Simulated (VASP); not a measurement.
NiN2:

```
Ni N
1.0
     4.16718    0.00000    0.00000
     0.00000    4.29406    0.00000
     0.00000    0.00000    2.80483
Ni N
2 4
Direct
  0.50000 0.50000 0.50000
  0.00000 0.00000 0.00000
  0.22500 0.82500 0.50000
  0.72500 0.67500 0.00000
  0.77500 0.17500 0.50000
  0.27500 0.32500 0.00000
```

* Program: VASP 6.6.1
* Task: relaxation of cell and atoms
* Functional: PBE
* Potentials or basis: VASP PAW PBE potentials, release 64 (Ni, N)
* Cutoff: 600 eV
* k mesh: 4 × 4 × 6
* Occupations: gaussian, width 0.1 eV
* Spin: no spin polarisation

At the start: pressure 21.6 GPa; volume 8.36 Å³/atom.

**Question.** Where does the relaxation end?

**Answer.** Over 43 steps the energy falls by 1184.0 meV/atom; space group Pnnm (No. 58, to 0.05 Å).

Step by step:
```
step  energy change (eV)  largest force (eV/Å)  pressure (GPa)  volume (Å³)
   1              0.0000                0.7201           21.62        50.19
   3             -0.3656                0.6369           -3.59        55.03
   5             -1.2760                1.8814          -10.89        53.81
   7             42.9613              124.9272          493.69        38.12
   9             -0.1062                4.0404           50.57        45.25
  11             -0.1465                4.0741           51.29        45.29
  13             -0.2051                4.0921           52.23        45.40
  15             -0.5572                3.9005           45.39        46.03
  17             -1.6334                3.2002           22.84        48.61
  19             -2.5215                3.3166          -19.80        59.78
  21             -3.0616                1.7909           -8.70        56.61
  23             -3.6516                1.1895           -1.97        57.12
  25             -5.6143                1.2732          -11.29        56.87
  27             -6.3959                1.8909           -9.43        55.11
  29             -6.8521                2.2501            4.32        52.27
  31             -6.9593                0.5384           -2.14        51.96
  33             -7.0168                0.3505           -2.00        51.60
  35             -7.0828                0.2561           -0.56        50.57
  37             -7.0936                0.2889           -1.64        50.26
  39             -7.0998                0.0580            0.49        49.92
  41             -7.1009                0.0674            0.58        49.91
  43             -7.1042                0.0222           -0.33        50.17
```

Final structure:
```yaml
crystal:
  lattice:
    - [3.76491, 0.00000, 0.00000]
    - [0.00000, 4.63672, 0.00000]
    - [0.00000, 0.00000, 2.87410]
  atoms:
    - { symbol: Ni, position: [0.50000, 0.50000, 0.50000] }
    - { symbol: Ni, position: [0.00000, 0.00000, 0.00000] }
    - { symbol: N, position: [0.36844, 0.91549, 0.50000] }
    - { symbol: N, position: [0.86844, 0.58451, 0.00000] }
    - { symbol: N, position: [0.63156, 0.08451, 0.50000] }
    - { symbol: N, position: [0.13156, 0.41549, 0.00000] }
```

Caveat: the k points lie up to 0.42 Å⁻¹ apart in the final cell; the run has no spin polarisation, though such a crystal can be magnetic.
